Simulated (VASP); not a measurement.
Set up this calculation in VASP 6.6.1, as the native input.

```yaml
Task: single point
Functional: PBE
Potentials_or_basis: VASP PAW PBE potentials, release 64 (V_sv)
Cutoff: 520 eV
k_mesh: 20 × 20 × 20
Occupations: gaussian, width 0.05 eV
Spin: collinear spin
Starting_moments: "[0.05] μB"
Dipole_correction: no
Further_INCAR_settings: ALGO = Normal; EDIFF = 1e-06; NBANDS = 16
```

The structure of V lies in POSCAR:

```
V
1.0
   -1.4983851310      1.4983851310      1.4983851310
    1.4983851310     -1.4983851310      1.4983851310
    1.4983851310      1.4983851310     -1.4983851310
V
1
Direct
    0.0000000000      0.0000000000      0.0000000000
```

One way to write it, as run:

INCAR

```
PREC = Accurate ; ENCUT = 520
EDIFF = 1E-6 ; ISMEAR = 0
SIGMA = 0.05 ; LREAL = False
LASPH = True ; NELM = 150
ALGO = Normal ; ISIF = 2
LWAVE = False ; LCHARG = True
ISPIN = 2 ; MAGMOM = 0.05
LORBIT = 11 ; LMAXMIX = 4
GGA = PE ; LELF = True
LVHAR = True ; NBANDS = 16
```

KPOINTS

```
Automatic mesh
0
Gamma
  20 20 20
```

Potentials or basis: VASP PAW PBE potentials, release 64 (V_sv).

Run with:

```bash
$ cat potpaw_PBE.64/V_sv/POTCAR > POTCAR
$ mpirun -np 1 vasp_std > vasp.out
```

It gave:

```
Pressure                                              : 0.3 GPa
Net moment                                            : 0.00 μB per cell
Valence electrons inside the program's atomic spheres : V 11.65
```

It took 100 s on 1 thread of Intel Xeon 8259CL, on a shared host, peak memory 0.19 GiB.
